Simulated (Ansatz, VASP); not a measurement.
Two plane-wave programs on Pt

```
CELL_PARAMETERS angstrom
0.00000 1.94683 2.04904
2.10745 0.00000 2.04904
2.10745 1.94683 0.00000
ATOMIC_POSITIONS crystal
Pt 0.00000 0.00000 0.00000
```

Change from the starting cell: normal strain along x +0.0825, normal strain along z +0.0525.

Alike in both runs: task single point; functional LDA; k mesh 20 × 20 × 20; occupations gaussian, width 0.15 eV; no spin polarisation.

|  | VASP | Ansatz |
| --- | --- | --- |
| version | VASP 6.6.1 | Ansatz 0.2.0 |
| potentials or method | VASP PAW LDA potentials, release 64 (Pt), cutoff 520 eV | scalar-relativistic, plane waves, PAW |
| valence electrons in the cell | 10 | 18 |

```csv
,VASP,Ansatz,Ansatz less VASP
gap on the k mesh at the Fermi level (eV),none,none,-
pressure (GPa),-27.2,-27.7,-0.47
"traceless stress, the component that is largest in VASP (GPa)",-2.22,-2.21,+0.014
```

LDA's correlation is that of Perdew and Zunger in VASP and of Perdew and Wang (1992) in Ansatz. A gap of «none» marks a metal or a gap that the smearing closes. VASP's potentials hold 10 valence electrons a cell and Ansatz's 18, so a difference there can come from the potentials and not from the codes.

Spin-orbit coupling is off throughout.
